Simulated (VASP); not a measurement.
# Sn (I4_1/amd) in VASP: further runs

Sn is run at these levels: r2SCAN; tasks: single point.

All numbers are computed with VASP 6.6.1; they aren't measurements. Logs are shortened: lines on timing, memory, paths and dates and some standing lists are left out, and cuts for length are marked.

## 1. The cell of the first run

Symmetry: I4_1/amd, No. 141, tetragonal system. Conventional cell: a = 5.679 Å, b = 5.679 Å, c = 3.100 Å, α = 90.00°, β = 90.00°, γ = 90.00°. Sn (site symmetry -4m2) has 10 Sn at 2.94 to 3.67 Å within 3.9 Å.

## 2. Single point, r2SCAN

Input file POSCAR:

```
Sn
1.0
   -2.8396092406      2.8396092406      1.5501120712
    2.8396092406     -2.8396092406      1.5501120712
    2.8396092406      2.8396092406     -1.5501120712
Sn
2
Direct
    0.0000000000      0.0000000000      0.0000000000
    0.7500000000      0.2500000000      0.5000000000
```

Input file INCAR.step1:

```
PREC = Accurate ; ENCUT = 520
ISMEAR = -1 ; SIGMA = 0.1
LREAL = F ; LASPH = T
NELM = 100 ; NBANDS = 21
GGA = PE ; ALGO = Normal
EDIFF = 1E-4 ; LWAVE = T
LCHARG = F
```

Input file INCAR.step2:

```
PREC = Accurate ; ENCUT = 520
EDIFF = 1E-6 ; ISMEAR = -1
SIGMA = 0.1 ; LREAL = F
LASPH = T ; NELM = 100
ALGO = Normal ; ISIF = 2
LWAVE = F ; LCHARG = F
METAGGA = R2SCAN ; LMIXTAU = T
NBANDS = 21 ; ISTART = 1
```

Input file KPOINTS:

```
regular mesh
0
Gamma
  10 10 10
```

Potentials or basis: VASP PAW PBE potentials, release 64 (Sn_d).

Command:

```
$ cat potpaw_PBE.64/Sn_d/POTCAR > POTCAR
$ cp INCAR.step1 INCAR
$ mpirun -np 1 vasp_std > vasp.out
$ cp INCAR.step2 INCAR
$ mpirun -np 1 vasp_std > vasp.out
```

OUTCAR:

```text
PREC = Accurate
   ENCUT = 520
   EDIFF = 1E-6
   ISMEAR = -1
   LREAL = F
   LASPH = T
   NELM = 100
   ISIF = 2
   METAGGA = R2SCAN
   ISTART = 1

 ion  position               nearest neighbor table
   1  0.000  0.000  0.000-   2 2.94   2 2.94   2 2.94   2 2.94   2 3.67   2 3.67   2 3.67   2 3.67

   2  0.750  0.250  0.500-   1 2.94   1 2.94   1 2.94   1 2.94   1 3.67   1 3.67   1 3.67   1 3.67

  LATTYP: Found a body centered tetragonal cell.
 ALAT       =     5.6792184812
 C/A-ratio  =     0.5458892192

  Lattice vectors:

 A1 = (  -2.8396092406,   2.8396092406,   1.5501120712)
 A2 = (   2.8396092406,  -2.8396092406,   1.5501120712)
 A3 = (   2.8396092406,   2.8396092406,  -1.5501120712)

Analysis of symmetry for initial positions (statically):
=====================================================================
 Subroutine PRICEL returns:
 Original cell was already a primitive cell.

 Routine SETGRP: Setting up the symmetry group for a
 body centered tetragonal supercell.

 Subroutine GETGRP returns: Found 16 space group operations
 (whereof  8 operations were pure point group operations)
 out of a pool of 16 trial point group operations.

The static configuration has the point symmetry D_2d.
 The point group associated with its full space group is D_4h.

Analysis of symmetry for dynamics (positions and initial velocities):
=====================================================================
 Subroutine PRICEL returns:
 Original cell was already a primitive cell.

 Routine SETGRP: Setting up the symmetry group for a
 body centered tetragonal supercell.

 Subroutine GETGRP returns: Found 16 space group operations
 (whereof  8 operations were pure point group operations)
 out of a pool of 16 trial point group operations.

The dynamic configuration has the point symmetry D_2d.
 The point group associated with its full space group is D_4h.

 Subroutine INISYM returns: Found 16 space group operations
 (whereof  8 operations are pure point group operations),
 and found     1 'primitive' translations

----------------------------------------------------------------------------------------

                                     Primitive cell

  volume of cell :      49.9966

  direct lattice vectors                    reciprocal lattice vectors
    -2.839609241  2.839609241  1.550112071     0.000000000  0.176080565  0.322557323
     2.839609241 -2.839609241  1.550112071     0.176080565  0.000000000  0.322557323
     2.839609241  2.839609241 -1.550112071     0.176080565  0.176080565  0.000000000

  length of vectors
     4.304603200  4.304603200  4.304603200     0.367488220  0.367488220  0.249015523

  position of ions in fractional coordinates (direct lattice)
     0.000000000  0.000000000  0.000000000
     0.750000000  0.250000000  0.500000000

  ion indices of the primitive-cell ions
   primitive index   ion index
                 1           1
                 2           2

----------------------------------------------------------------------------------------

 KPOINTS: regular mesh

Automatic generation of k-mesh.
 Grid dimensions read from file:
 generate k-points for:   10   10   10

 Generating k-lattice:

  Cartesian coordinates                     Fractional coordinates (reciprocal lattice)
     0.000000000  0.017608057  0.032255732     0.100000000 -0.000000000  0.000000000
     0.017608057  0.000000000  0.032255732    -0.000000000  0.100000000  0.000000000
     0.017608057  0.017608057  0.000000000     0.000000000  0.000000000  0.100000000

  Length of vectors
     0.036748822  0.036748822  0.024901552

  Shift w.r.t. Gamma in fractional coordinates (k-lattice)
     0.000000000  0.000000000  0.000000000

 Subroutine IBZKPT returns following result:
 ===========================================

 Found    102 irreducible k-points:

 Following reciprocal coordinates:
            Coordinates               Weight
  0.000000  0.000000  0.000000      1.000000
  0.100000 -0.000000  0.000000      8.000000
  0.200000 -0.000000  0.000000      8.000000
  0.300000 -0.000000  0.000000      8.000000
  0.400000 -0.000000  0.000000      8.000000
  0.500000 -0.000000  0.000000      4.000000
[... 16 lines left out ...]
  0.300000  0.300000  0.000000      8.000000
  0.400000  0.300000  0.000000     16.000000
 [... further k-points ...]
   k-points           NKPTS =    102   k-points in BZ     NKDIM =    102   number of bands    NBANDS=     21
   number of dos      NEDOS =    301   number of ions     NIONS =      2
   total plane-waves  NPLWV =  32768
   dimension x,y,z NGX =    32 NGY =   32 NGZ =   32
   dimension x,y,z NGXF=    64 NGYF=   64 NGZF=   64
   ions per type =               2
   NGX,Y,Z   is equivalent  to a cutoff of  12.36, 12.36, 12.36 a.u.
   NGXF,Y,Z  is equivalent  to a cutoff of  24.72, 24.72, 24.72 a.u.
 SYSTEM =  unknown system
   PREC   = accura    normal or accurate (medium, high low for compatibility)
   ISTART =      1    job   : 0-new  1-cont  2-samecut
   ICHARG =      0    charge: 1-file 2-atom 10-const
   ISPIN  =      1    spin polarized calculation?
   LNONCOLLINEAR =      F non collinear calculations
   LSORBIT =      F    spin-orbit coupling
   LASPH  =      T    aspherical Exc in radial PAW
   ENCUT  =  520.0 eV  38.22 Ry    6.18 a.u.   8.00  8.00  8.00*2*pi/ulx,y,z
   NELM   =    100;   NELMIN=  2; NELMDL=  0     # of ELM steps
   EDIFF  = 0.1E-05   stopping-criterion for ELM
   LREAL  =      F    real-space projection
   EDIFFG = 0.1E-04   stopping-criterion for IOM
   NSW    =      0    number of steps for IOM
   IBRION =     -1    ionic relax: 0-MD 1-quasi-New 2-CG
   NFREE  =      0    steps in history (QN), initial steepest desc. (CG)
   ISIF   =      2    stress and relaxation
   ISYM   =      2    0-nonsym 1-usesym 2-fastsym
   POTIM  = 0.5000    time-step for ionic-motion
   TEBEG  =    0.0;   TEEND  =   0.0 temperature during run
   PSTRESS=    0.0 pullay stress
   NELECT =      28.0000    total number of electrons
   NUPDOWN=      -1.0000    fix difference up-down
   EMIN   =  10.00;   EMAX   =-10.00  energy-range for DOS
   EFERMI =   0.00;   METHOD = LEGACY
   ISMEAR =    -1;   SIGMA  =   0.10  broadening in eV -4-tet -1-fermi 0-gaus
   EFERMI_NEDOS =   21; number of points for ismear=-14 and -15
   IALGO  =     38    algorithm
   IMIX   =      4    mixing-type and parameters
     AMIX     =   0.40;   BMIX     =  1.00
     AMIX_MAG =   1.60;   BMIX_MAG =  1.00
  volume/ion in A,a.u.               =      25.00       168.70
  Fermi-wavevector in a.u.,A,eV,Ry     =   1.349421  2.550036 24.775348  1.820937
  Thomas-Fermi vector in A             =   2.477009
   LORBIT       =      0    0 simple, 1 ext, 2 COOP (PROOUT), +10 PAW based schemes
   METAGGA = R2SCAN    functional components
   LHFCALC =     F    Hartree Fock is set to
   AEXX    =    0.0000 exact exchange contribution
   IVDW    =     0    specifies the selected vdW correction
   LEPSILON=     F    determine dielectric tensor
   LRPA    =     F    only Hartree local field effects (RPA)
 non-spin polarized calculation
  energy-cutoff  :      520.00
  volume of cell :       50.00
 maximum number of plane-waves:      1370
   NGX = 17   NGY = 17   NGZ = 17

 number of electron      28.0000008 magnetization

 Free energy of the ion-electron system (eV)
  ---------------------------------------------------
  ext. energy  EPLUGINS =         0.00000000
  ---------------------------------------------------
  free energy    TOTEN  =       -49.15583528 eV

  energy without entropy =      -49.13140325  energy(sigma->0) =      -49.14361926

 E-fermi :   9.0331     XC(G=0): -11.5688

 val. band max:        9.0150581330   @ k =  -0.3000   0.3000   0.2000
 cond. band min:       9.0823125584   @ k =   0.2000  -0.0000   0.0000
 fundamental gap:      0.0672544255
 Fermi energy:         9.0330675040

 k-point     1 :       0.0000    0.0000    0.0000
  band No.  band energies     occupation
      1     -13.5258      2.00000
      2     -13.3998      2.00000
      3     -13.3559      2.00000
      4     -13.3337      2.00000
      5     -13.1212      2.00000
      6     -13.1212      2.00000
[... 13 lines left out ...]
     20      19.7518      0.00000
     21      20.4082      0.00000

 k-point     2 :       0.1000   -0.0000    0.0000
  band No.  band energies     occupation
      1     -13.5174      2.00000
      2     -13.3737      2.00000
      3     -13.3457      2.00000
      4     -13.3022      2.00000
      5     -13.1416      2.00000
      6     -13.1376      2.00000
[... 13 lines left out ...]
     20      18.8471      0.00000
     21      18.9076      0.00000

 k-point     3 :       0.2000   -0.0000    0.0000
  band No.  band energies     occupation
      1     -13.4928      2.00000
      2     -13.3188      2.00000
      3     -13.3135      2.00000
      4     -13.2417      2.00000
      5     -13.1819      2.00000
      6     -13.1434      2.00000
[... 13 lines left out ...]
     20      17.3672      0.00000
     21      18.2364      0.00000

 k-point     4 :       0.3000   -0.0000    0.0000
  band No.  band energies     occupation
      1     -13.4614      2.00000
      2     -13.2910      2.00000
      3     -13.2746      2.00000
      4     -13.2435      2.00000
      5     -13.2172      2.00000
      6     -13.1568      2.00000
[... 13 lines left out ...]
     20      16.4393      0.00000
     21      19.1313      0.00000

 k-point     5 :       0.4000   -0.0000    0.0000
  band No.  band energies     occupation
      1     -13.4353      2.00000
      2     -13.2965      2.00000
      3     -13.2938      2.00000
      4     -13.2553      2.00000
      5     -13.2129      2.00000
      6     -13.1808      2.00000
[... 13 lines left out ...]
     20      17.5373      0.00000
     21      20.5579      0.00000
[... 382 lines left out ...]
     20      19.8367      0.00000
     21      20.6307      0.00000

 k-point    22 :      -0.2000    0.2000    0.0000
  band No.  band energies     occupation
      1     -13.4821      2.00000
      2     -13.4075      2.00000
      3     -13.3578      2.00000
      4     -13.3176      2.00000
      5     -13.1455      2.00000
      6     -13.1004      2.00000
[... 13 lines left out ...]
     20      19.9193      0.00000
     21      20.2095      0.00000

 k-point    23 :       0.3000    0.3000    0.0000
  band No.  band energies     occupation
      1     -13.4196      2.00000
      2     -13.3272      2.00000
      3     -13.2702      2.00000
      4     -13.2411      2.00000
      5     -13.2091      2.00000
      6     -13.1211      2.00000
[... 13 lines left out ...]
     20      18.0373      0.00000
     21      19.7385      0.00000

 k-point    24 :       0.4000    0.3000    0.0000
  band No.  band energies     occupation
      1     -13.3911      2.00000
      2     -13.3246      2.00000
      3     -13.2857      2.00000
      4     -13.2448      2.00000
      5     -13.1941      2.00000
      6     -13.1129      2.00000
[... 13 lines left out ...]
     20      19.1908      0.00000
     21      19.9645      0.00000

 [... further k-points ...]

------------------------ aborting loop because EDIFF is reached ----------------------------------------

  FORCE on cell =-STRESS in cart. coord.  units (eV):
  Direction    XX          YY          ZZ          XY          YZ          ZX
  --------------------------------------------------------------------------------------
  -------------------------------------------------------------------------------------
  Total        2.2503091      2.2503091      1.8870770      0.0000000      0.0000000      0.0000000
  in kB       72.1128255     72.1128255     60.4727814      0.0000000      0.0000000      0.0000000
  external PRESSURE =      68.2328108 kB  Pullay stress =       0.0000000 kB

 VOLUME and BASIS-vectors are now :
 -----------------------------------------------------------------------------
  energy-cutoff  :      520.00
  volume of cell :       50.00
      direct lattice vectors                 reciprocal lattice vectors
    -2.839609241  2.839609241  1.550112071     0.000000000  0.176080565  0.322557323
     2.839609241 -2.839609241  1.550112071     0.176080565  0.000000000  0.322557323
     2.839609241  2.839609241 -1.550112071     0.176080565  0.176080565  0.000000000

 POSITION                                       TOTAL-FORCE (eV/Angst)
 -----------------------------------------------------------------------------------
      0.00000      0.00000      0.00000         0.000000     -0.000000      0.000000
     -0.00000      2.83961      0.77506        -0.000000      0.000000     -0.000000
 -----------------------------------------------------------------------------------
    total drift:                                0.000000     -0.000000      0.000000

  FREE ENERGIE OF THE ION-ELECTRON SYSTEM (eV)
  ---------------------------------------------------
  free  energy   TOTEN  =       -49.1558352796 eV

  energy  without entropy=      -49.1314032479  energy(sigma->0) =      -49.14361926
```

Wall time 4.8 min (1 thread of AMD EPYC 7R13 (Zen 3), shared host); peak memory 0.21 GiB.

Results:

```
Free energy            : -49.1558 eV
Pressure               : 6.8 GPa
Band gap on the k mesh : zero (bands 14 and 15 overlap by 4.52 eV)
```

Levels at points of the mesh, in eV from the Fermi level:
```
           k point  band 11  band 12  band 13  band 14  band 15  band 16  band 17  band 18
(0.00, 0.00, 0.00)   -12.38    -3.41    -2.44    -2.44     3.18     6.97     6.97     7.76
(0.50, 0.00, 0.00)    -7.45    -6.01    -2.29    -2.12    -1.49     2.37     3.21     5.37
(0.50, 0.50, 0.00)    -9.84    -9.84     0.50     0.50     1.95     1.95     6.70     6.70
(0.50, 0.50, 0.50)    -8.15    -8.15    -5.60    -5.60     5.55     5.55    10.81    10.81
```

Caveat: the cell stands under pressure; the PAW data sets were made with another functional, which shifts forces and pressure a little; spin-orbit coupling is left out, which moves the levels of the heavy elements.

## 3. Single point, r2SCAN

This run uses another cell than the first one, of 25.72 Å³/atom.

Input file POSCAR:

```
Sn
1.0
   -2.8667841859      2.8667841859      1.5649465809
    2.8667841859     -2.8667841859      1.5649465809
    2.8667841859      2.8667841859     -1.5649465809
Sn
2
Direct
    0.0000000000      0.0000000000      0.0000000000
    0.7500000000      0.2500000000      0.5000000000
```

Input file INCAR.step1:

```
SYSTEM = Sn
PREC = Accurate ; ENCUT = 520
ISMEAR = -1 ; SIGMA = 0.1
LREAL = .False. ; LASPH = .True.
NELM = 60 ; NBANDS = 21
GGA = PE ; ALGO = Normal
EDIFF = 1E-4 ; LWAVE = .True.
LCHARG = .False.
```

Input file INCAR.step2:

```
SYSTEM = Sn
PREC = Accurate ; ENCUT = 520
EDIFF = 1E-7 ; ISMEAR = -1
SIGMA = 0.1 ; LREAL = .False.
LASPH = .True. ; NELM = 60
ALGO = Normal ; ISIF = 2
LWAVE = .False. ; LCHARG = .False.
METAGGA = R2SCAN ; LMIXTAU = .True.
NBANDS = 21 ; ISTART = 1
```

Input file KPOINTS:

```
regular mesh
0
Gamma
  10 10 10
  0 0 0
```

Potentials or basis: VASP PAW PBE potentials, release 64 (Sn_d).

Command:

```
$ cat potpaw_PBE.64/Sn_d/POTCAR > POTCAR
$ cp INCAR.step1 INCAR
$ mpirun -np 1 vasp_std > vasp.out
$ cp INCAR.step2 INCAR
$ mpirun -np 1 vasp_std > vasp.out
```

Run time: 6 min. Hardware: 1 thread of AMD EPYC 7R13 (Zen 3), shared host; peak memory 0.21 GiB.

It converged, with:

```
Free energy            : -49.2078 eV
Pressure               : 4.5 GPa
Band gap on the k mesh : zero (bands 14 and 15 overlap by 4.38 eV)
```

Stress tensor (GPa, compression positive):
```
4.89 0.00 0.00
0.00 4.89 0.00
0.00 0.00 3.83
```

Levels at points of the mesh, in eV from the Fermi level:
```tsv
k point	band 11	band 12	band 13	band 14	band 15	band 16	band 17	band 18
(0.00, 0.00, 0.00)	-12.14	-3.50	-2.35	-2.35	3.23	6.82	6.82	7.55
(0.50, 0.00, 0.00)	-7.38	-5.89	-2.32	-2.05	-1.43	2.41	3.13	5.22
(0.50, 0.50, 0.00)	-9.66	-9.66	0.51	0.51	1.89	1.89	6.58	6.58
(0.50, 0.50, 0.50)	-8.06	-8.06	-5.41	-5.41	5.45	5.45	10.51	10.51
```

Caveat: the cell stands under pressure; the PAW data sets were made with another functional, which shifts forces and pressure a little; spin-orbit coupling is left out, which moves the levels of the heavy elements.

The gap in the log of VASP goes by the Fermi energy; the results here count the filled bands.